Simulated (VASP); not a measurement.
BN: single point with PBE+D3(BJ)

Crystal: BN.

```xyz
2
Lattice="0.0000 3.4953 2.1986 1.2516 0.0000 2.1986 1.2516 3.4953 0.0000" Properties=species:S:1:pos:R:3 pbc="T T T"
B     1.2516    3.4953    0.0002
N     1.2516    3.4953    2.9314
```

This cell differs from its parent crystal: strain +0.000 along x and y, +0.015 along z.

```json
{"Program": "VASP 6.6.1", "Task": "single point", "Functional": "PBE", "Dispersion": "D3(BJ)", "Potentials or basis": "VASP PAW PBE potentials, release 64 (B, N)", "Cutoff": "520 eV", "k mesh": "12 × 12 × 12", "Occupations": "gaussian, width 0.05 eV", "Spin": "no spin polarisation", "Dipole correction": "no", "Further INCAR settings": "ALGO = Normal; EDIFF = 1e-06; NBANDS = 11"}
```

The pressure is -4.0 GPa, the largest force is 0.148 eV/Å and the band gap on the k mesh is 3.74 eV, indirect (least direct gap 4.51 eV). The dispersion energy per atom is -0.131 eV.

Forces in eV/Å, atoms in the order of the input:
```
B    0.000  0.000 -0.148
N    0.000  0.000  0.148
```

Stress tensor (GPa, compression positive):
```
 -0.43   0.00   0.00
  0.00  -1.05   0.00
  0.00   0.00 -10.66
```

Levels at points of the mesh, in eV from the valence-band top:
```
           k point  band 1  band 2  band 3  band 4  band 5  band 6  band 7  band 8  band 9
(0.00, 0.00, 0.00)  -17.76   -4.38   -1.50   -1.42    4.84   11.11   11.53   12.71   14.07
(0.50, 0.00, 0.00)  -14.60   -8.90   -4.27   -0.96    4.58    9.43   13.22   15.52   19.54
(0.50, 0.50, 0.00)  -14.74   -9.05   -4.05   -0.60    5.70    9.39   12.05   13.56   19.41
(0.50, 0.00, 0.50)  -17.56   -6.03   -1.49   -1.44    9.50   11.08   11.42   11.64   15.47
(0.00, 0.50, 0.50)  -14.64   -8.85   -4.09   -1.55    3.74    9.95   14.40   18.03   19.23
```

It took 49 s on 1 thread of AMD EPYC 7R13 Processor (Zen 3), on a shared host, peak memory 0.16 GiB.

Caveat: the cell differs from its parent crystal (strain +0.000 along x and y, +0.015 along z). A k mesh can miss the band edges.
